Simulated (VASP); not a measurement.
# Hf (P6_3/mmc) in VASP: single point with PBE

Aim: the single point of Hf with PBE.

Program: VASP 6.6.1. These are calculated values, not measurements. Logs are shortened: lines on timing, memory, paths and dates and some standing lists are left out, and cuts for length are marked.

## (1) The cell of the first run

The typed cell holds 4 atoms: a = 5.088 Å, b = 5.088 Å, c = 5.567 Å, α = 90.00°, β = 90.00°, γ = 120.00°.

This isn't the form of Hf at room conditions, which is hcp.

## (2) Single point, PBE

INCAR reads:

```
PREC = Accurate
ENCUT = 520
EDIFF = 1E-6
ISMEAR = 0
SIGMA = 0.1
LREAL = False
LASPH = True
NELM = 100
ALGO = Normal
ISIF = 2
LWAVE = False
LCHARG = False
GGA = PE
NBANDS = 28
```

KPOINTS reads:

```
regular mesh
0
Gamma
  9 9 6
```

POSCAR reads:

```
Hf
1.0
    5.0879118136      0.0000000000      0.0000000000
   -2.5439559068      4.4062608828      0.0000000000
    0.0000000000      0.0000000000      5.5670995101
Hf
4
Direct
    0.3333333333      0.6666666667     -0.0000635323
    0.6666666667      0.3333333333      0.4999364677
    0.3333333333      0.6666666667      0.5000635323
    0.6666666667      0.3333333333      1.0000635323
```

Potentials or basis: VASP PAW PBE potentials, release 64 (Hf_pv).

Run with:

```console
$ cat potpaw_PBE.64/Hf_pv/POTCAR > POTCAR
$ mpirun -np 1 vasp_std > vasp.out
```

OUTCAR:

```text
PREC = Accurate
   ENCUT = 520
   EDIFF = 1E-6
   ISMEAR = 0
   LREAL = False
   LASPH = True
   NELM = 100
   ISIF = 2
   GGA = PE

 ion  position               nearest neighbor table
   1  0.333  0.667  1.000-   3 2.78   3 2.78   4 2.94   4 2.94   4 2.94
   2  0.667  0.333  0.500-   4 2.78   4 2.78   3 2.94   3 2.94   3 2.94
   3  0.333  0.667  0.500-   1 2.78   1 2.78   2 2.94   2 2.94   2 2.94
   4  0.667  0.333  0.000-   2 2.78   2 2.78   1 2.94   1 2.94   1 2.94

  LATTYP: Found a hexagonal cell.
 ALAT       =     5.0879118136
 C/A-ratio  =     1.0941816042

  Lattice vectors:

 A1 = (   5.0879118136,   0.0000000000,   0.0000000000)
 A2 = (  -2.5439559068,   4.4062608828,   0.0000000000)
 A3 = (   0.0000000000,   0.0000000000,   5.5670995101)

Analysis of symmetry for initial positions (statically):
=====================================================================
 Subroutine PRICEL returns:
 Original cell was already a primitive cell.

 Routine SETGRP: Setting up the symmetry group for a
 hexagonal supercell.

 Subroutine GETGRP returns: Found 24 space group operations
 (whereof 12 operations were pure point group operations)
 out of a pool of 24 trial point group operations.

The static configuration has the point symmetry D_3d.
 The point group associated with its full space group is D_6h.

Analysis of symmetry for dynamics (positions and initial velocities):
=====================================================================
 Subroutine PRICEL returns:
 Original cell was already a primitive cell.

 Routine SETGRP: Setting up the symmetry group for a
 hexagonal supercell.

 Subroutine GETGRP returns: Found 24 space group operations
 (whereof 12 operations were pure point group operations)
 out of a pool of 24 trial point group operations.

The dynamic configuration has the point symmetry D_3d.
 The point group associated with its full space group is D_6h.

 Subroutine INISYM returns: Found 24 space group operations
 (whereof 12 operations are pure point group operations),
 and found     1 'primitive' translations

----------------------------------------------------------------------------------------

                                     Primitive cell

  volume of cell :     124.8069

  direct lattice vectors                    reciprocal lattice vectors
     5.087911814  0.000000000  0.000000000     0.196544287  0.113474897  0.000000000
    -2.543955907  4.406260883  0.000000000     0.000000000  0.226949794  0.000000000
     0.000000000  0.000000000  5.567099510     0.000000000  0.000000000  0.179626751

  length of vectors
     5.087911814  5.087911814  5.567099510     0.226949794  0.226949794  0.179626751

  position of ions in fractional coordinates (direct lattice)
     0.333333333  0.666666667  0.999936468
     0.666666667  0.333333333  0.499936468
     0.333333333  0.666666667  0.500063532
     0.666666667  0.333333333  0.000063532

  ion indices of the primitive-cell ions
   primitive index   ion index
                 1           1
                 2           2
                 3           3
                 4           4

----------------------------------------------------------------------------------------

 KPOINTS: regular mesh

Automatic generation of k-mesh.
 Grid dimensions read from file:
 generate k-points for:    9    9    6

 Generating k-lattice:

  Cartesian coordinates                     Fractional coordinates (reciprocal lattice)
     0.021838254  0.012608322  0.000000000     0.111111111  0.000000000  0.000000000
     0.000000000  0.025216644  0.000000000     0.000000000  0.111111111  0.000000000
     0.000000000  0.000000000  0.029937792     0.000000000  0.000000000  0.166666667

  Length of vectors
     0.025216644  0.025216644  0.029937792

  Shift w.r.t. Gamma in fractional coordinates (k-lattice)
     0.000000000  0.000000000  0.000000000

 Subroutine IBZKPT returns following result:
 ===========================================

 Found     48 irreducible k-points:

 Following reciprocal coordinates:
            Coordinates               Weight
  0.000000  0.000000  0.000000      1.000000
  0.111111 -0.000000  0.000000      6.000000
  0.222222 -0.000000  0.000000      6.000000
  0.333333 -0.000000  0.000000      6.000000
  0.444444 -0.000000  0.000000      6.000000
  0.111111  0.111111  0.000000      6.000000
[... 16 lines left out ...]
  0.333333  0.222222  0.166667     24.000000
  0.333333  0.333333  0.166667      4.000000
 [... further k-points ...]
   k-points           NKPTS =     48   k-points in BZ     NKDIM =     48   number of bands    NBANDS=     28
   number of dos      NEDOS =    301   number of ions     NIONS =      4
   total plane-waves  NPLWV =  67200
   dimension x,y,z NGX =    40 NGY =   40 NGZ =   42
   dimension x,y,z NGXF=    80 NGYF=   80 NGZF=   84
   ions per type =               4
   NGX,Y,Z   is equivalent  to a cutoff of  13.07, 13.07, 12.54 a.u.
   NGXF,Y,Z  is equivalent  to a cutoff of  26.14, 26.14, 25.08 a.u.
 SYSTEM =  unknown system
   PREC   = accura    normal or accurate (medium, high low for compatibility)
   ISTART =      0    job   : 0-new  1-cont  2-samecut
   ICHARG =      2    charge: 1-file 2-atom 10-const
   ISPIN  =      1    spin polarized calculation?
   LNONCOLLINEAR =      F non collinear calculations
   LSORBIT =      F    spin-orbit coupling
   LASPH  =      T    aspherical Exc in radial PAW
   ENCUT  =  520.0 eV  38.22 Ry    6.18 a.u.   9.46  9.46 10.35*2*pi/ulx,y,z
   NELM   =    100;   NELMIN=  2; NELMDL= -5     # of ELM steps
   EDIFF  = 0.1E-05   stopping-criterion for ELM
   LREAL  =      F    real-space projection
[... 7 lines left out ...]
   TEBEG  =    0.0;   TEEND  =   0.0 temperature during run
   PSTRESS=    0.0 pullay stress
   NELECT =      40.0000    total number of electrons
   NUPDOWN=      -1.0000    fix difference up-down
   EMIN   =  10.00;   EMAX   =-10.00  energy-range for DOS
   EFERMI =   0.00;   METHOD = LEGACY
   ISMEAR =     0;   SIGMA  =   0.10  broadening in eV -4-tet -1-fermi 0-gaus
   EFERMI_NEDOS =   21; number of points for ismear=-14 and -15
   IALGO  =     38    algorithm
   IMIX   =      4    mixing-type and parameters
     AMIX     =   0.40;   BMIX     =  1.00
     AMIX_MAG =   1.60;   BMIX_MAG =  1.00
  volume/ion in A,a.u.               =      31.20       210.56
  Fermi-wavevector in a.u.,A,eV,Ry     =   1.120337  2.117129 17.077412  1.255154
  Thomas-Fermi vector in A             =   2.256982
   LORBIT       =      0    0 simple, 1 ext, 2 COOP (PROOUT), +10 PAW based schemes
   GGA     = PE    functional components
   LHFCALC =     F    Hartree Fock is set to
   AEXX    =    0.0000 exact exchange contribution
   IVDW    =     0    specifies the selected vdW correction
   LEPSILON=     F    determine dielectric tensor
   LRPA    =     F    only Hartree local field effects (RPA)
 non-spin polarized calculation
 Gauss-broadening in eV      SIGMA  =   0.10
  energy-cutoff  :      520.00
  volume of cell :      124.81
 maximum number of plane-waves:      3408
 NGX is ok and might be reduce to    40
   NGX = 19   NGY = 19   NGZ = 21

 number of electron      39.9999993 magnetization

 Free energy of the ion-electron system (eV)
  ---------------------------------------------------
  ext. energy  EPLUGINS =         0.00000000
  ---------------------------------------------------
  free energy    TOTEN  =       -32.79156320 eV

  energy without entropy =      -32.75395516  energy(sigma->0) =      -32.77275918

 E-fermi :   2.2124     XC(G=0):  -9.4710

 val. band max:        2.1997056392   @ k =   0.1111  -0.0000   0.0000
 cond. band min:       2.2160058672   @ k =   0.1111   0.1111   0.1667
 fundamental gap:      0.0163002280
 Fermi energy:         2.2123693340

 k-point     1 :       0.0000    0.0000    0.0000
  band No.  band energies     occupation
      1     -28.9811      2.00000
      2     -28.8090      2.00000
      3     -28.6572      2.00000
      4     -28.6572      2.00000
      5     -28.4874      2.00000
      6     -28.4874      2.00000
[... 20 lines left out ...]
     27       4.3941      0.00000
     28       4.4479      0.00000

 k-point     2 :       0.1111   -0.0000    0.0000
  band No.  band energies     occupation
      1     -28.9765      2.00000
      2     -28.8136      2.00000
      3     -28.6628      2.00000
      4     -28.6450      2.00000
      5     -28.4925      2.00000
      6     -28.4757      2.00000
[... 20 lines left out ...]
     27       4.2029      0.00000
     28       4.8393      0.00000

 k-point     3 :       0.2222   -0.0000    0.0000
  band No.  band energies     occupation
      1     -28.9636      2.00000
      2     -28.8267      2.00000
      3     -28.6766      2.00000
      4     -28.6110      2.00000
      5     -28.5051      2.00000
      6     -28.4432      2.00000
[... 20 lines left out ...]
     27       5.0283      0.00000
     28       5.1892      0.00000

 k-point     4 :       0.3333   -0.0000    0.0000
  band No.  band energies     occupation
      1     -28.9450      2.00000
      2     -28.8456      2.00000
      3     -28.6915      2.00000
      4     -28.5646      2.00000
      5     -28.5186      2.00000
      6     -28.3987      2.00000
[... 20 lines left out ...]
     27       4.9413      0.00000
     28       6.2378      0.00000

 k-point     5 :       0.4444   -0.0000    0.0000
  band No.  band energies     occupation
      1     -28.9273      2.00000
      2     -28.8634      2.00000
      3     -28.7008      2.00000
      4     -28.5271      2.00000
      5     -28.5262      2.00000
      6     -28.3617      2.00000
[... 20 lines left out ...]
     27       4.7180      0.00000
     28       5.8869      0.00000

 k-point     6 :       0.1111    0.1111    0.0000
  band No.  band energies     occupation
      1     -28.9678      2.00000
      2     -28.8225      2.00000
      3     -28.6736      2.00000
      4     -28.6205      2.00000
      5     -28.5023      2.00000
      6     -28.4524      2.00000
[... 463 lines left out ...]
      5     -28.4885      2.00000
      6     -28.3473      2.00000
[... 20 lines left out ...]
     27       4.8824      0.00000
     28       5.4693      0.00000

 k-point    22 :       0.2222    0.2222    0.1667
  band No.  band energies     occupation
      1     -28.8534      2.00000
      2     -28.7778      2.00000
      3     -28.6960      2.00000
      4     -28.5450      2.00000
      5     -28.5080      2.00000
      6     -28.3667      2.00000
[... 20 lines left out ...]
     27       5.3543      0.00000
     28       5.5026      0.00000

 k-point    23 :       0.3333    0.2222    0.1667
  band No.  band energies     occupation
      1     -28.8348      2.00000
      2     -28.7965      2.00000
      3     -28.7073      2.00000
      4     -28.5554      2.00000
      5     -28.4488      2.00000
      6     -28.3103      2.00000
[... 20 lines left out ...]
     27       4.9409      0.00000
     28       5.5650      0.00000

 k-point    24 :       0.3333    0.3333    0.1667
  band No.  band energies     occupation
      1     -28.8157      2.00000
      2     -28.8157      2.00000
      3     -28.7137      2.00000
      4     -28.5613      2.00000
      5     -28.3696      2.00000
      6     -28.3696      2.00000
[... 20 lines left out ...]
     27       4.9343      0.00000
     28       6.2500      0.00000

 [... further k-points ...]

------------------------ aborting loop because EDIFF is reached ----------------------------------------

  FORCE on cell =-STRESS in cart. coord.  units (eV):
  Direction    XX          YY          ZZ          XY          YZ          ZX
  --------------------------------------------------------------------------------------
  -------------------------------------------------------------------------------------
  Total       -0.2153948     -0.2153948     -0.3201679      0.0000000      0.0000000      0.0000000
  in kB       -2.7650753     -2.7650753     -4.1100740      0.0000000      0.0000000      0.0000000
  external PRESSURE =      -3.2134082 kB  Pullay stress =       0.0000000 kB

 VOLUME and BASIS-vectors are now :
 -----------------------------------------------------------------------------
  energy-cutoff  :      520.00
  volume of cell :      124.81
      direct lattice vectors                 reciprocal lattice vectors
     5.087911814  0.000000000  0.000000000     0.196544287  0.113474897  0.000000000
    -2.543955907  4.406260883  0.000000000     0.000000000  0.226949794  0.000000000
     0.000000000  0.000000000  5.567099510     0.000000000  0.000000000  0.179626751

 POSITION                                       TOTAL-FORCE (eV/Angst)
 -----------------------------------------------------------------------------------
     -0.00000      2.93751      5.56675         0.000000      0.000000      0.009699
      2.54396      1.46875      2.78320        -0.000000      0.000000      0.009699
     -0.00000      2.93751      2.78390         0.000000     -0.000000     -0.009699
      2.54396      1.46875      0.00035         0.000000     -0.000000     -0.009699
 -----------------------------------------------------------------------------------
    total drift:                               -0.000000     -0.000000     -0.000000

  FREE ENERGIE OF THE ION-ELECTRON SYSTEM (eV)
  ---------------------------------------------------
  free  energy   TOTEN  =       -32.7915632021 eV

  energy  without entropy=      -32.7539551568  energy(sigma->0) =      -32.77275918
```

It took 83 s on 1 thread of AMD EPYC 9R45 (Zen 5), shared host; peak memory 0.27 GiB.

What came out:

```
Free energy            : -32.7916 eV
Pressure               : -0.3 GPa
Largest force          : 0.010 eV/Å
Band gap on the k mesh : zero (bands 20 and 21 overlap by 0.82 eV)
```

Forces in eV/Å, atoms in the order of the input:
```
Hf   0.000  0.000  0.010
Hf   0.000  0.000  0.010
Hf   0.000  0.000 -0.010
Hf   0.000  0.000 -0.010
```

Stress tensor (GPa, compression positive):
```
-0.28  0.00  0.00
 0.00 -0.28  0.00
 0.00  0.00 -0.41
```

Levels at points of the mesh, in eV from the Fermi level:
```
           k point  band 18  band 19  band 20  band 21  band 22  band 23
(0.00, 0.00, 0.00)    -1.33     0.13     0.13     0.36     0.36     1.05
(0.00, 0.00, 0.50)    -0.34     0.56     0.56     0.67     0.67     0.67
```

Caveat: spin-orbit coupling is left out, which moves the levels of the heavy elements.
